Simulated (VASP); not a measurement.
Here is a VASP 6.6.1 calculation.

Contents of POSCAR:

```
Re
1.0
    0.0000000000      1.9453750000      1.9750000000
    2.0046250000      0.0000000000      1.9750000000
    2.0046250000      1.9453750000      0.0000000000
Re
1
Direct
    0.0000000000      0.0000000000      0.0000000000
```

The input INCAR.step1:

```
SYSTEM = Re
  PREC = Accurate
  ENCUT = 520
  ISMEAR = 0
  SIGMA = 0.15
  LREAL = .FALSE.
  LASPH = .TRUE.
  NELM = 80
  NBANDS = 10
  GGA = PE
  ALGO = Normal
  EDIFF = 1E-4
  LWAVE = .TRUE.
  LCHARG = .FALSE.
```

The input INCAR.step2:

```
SYSTEM = Re
  PREC = Accurate
  ENCUT = 520
  EDIFF = 1E-6
  ISMEAR = 0
  SIGMA = 0.15
  LREAL = .FALSE.
  LASPH = .TRUE.
  NELM = 80
  ALGO = Normal
  ISIF = 2
  LWAVE = .FALSE.
  LCHARG = .FALSE.
  METAGGA = R2SCAN
  LMIXTAU = .TRUE.
  NBANDS = 10
  ISTART = 1
```

The input KPOINTS:

```
Automatic mesh
0
G
  20 20 20
  0 0 0
```

Potentials or basis: VASP PAW PBE potentials, release 64 (Re).

The run is started by

```console
$ cat potpaw_PBE.64/Re/POTCAR > POTCAR
$ cp INCAR.step1 INCAR
$ mpirun -np 1 vasp_std > vasp.out
$ cp INCAR.step2 INCAR
$ mpirun -np 1 vasp_std > vasp.out
```

(1) Predict the pressure.

(2) What does it give for the band gap on the k mesh?

Answers

(1) -15.5 GPa.

(2) zero (an odd number of electrons rules out a gap without spin polarisation).

Caveat: the cell differs from its parent crystal (strain +0.0150 x Voigt [1, -1, 0, 0, 0, 0]); the stress differs along the axes, from -20 to -12 GPa; the PAW data sets were made with another functional, which shifts forces and pressure a little; spin-orbit coupling is left out, which moves the levels of the heavy elements.
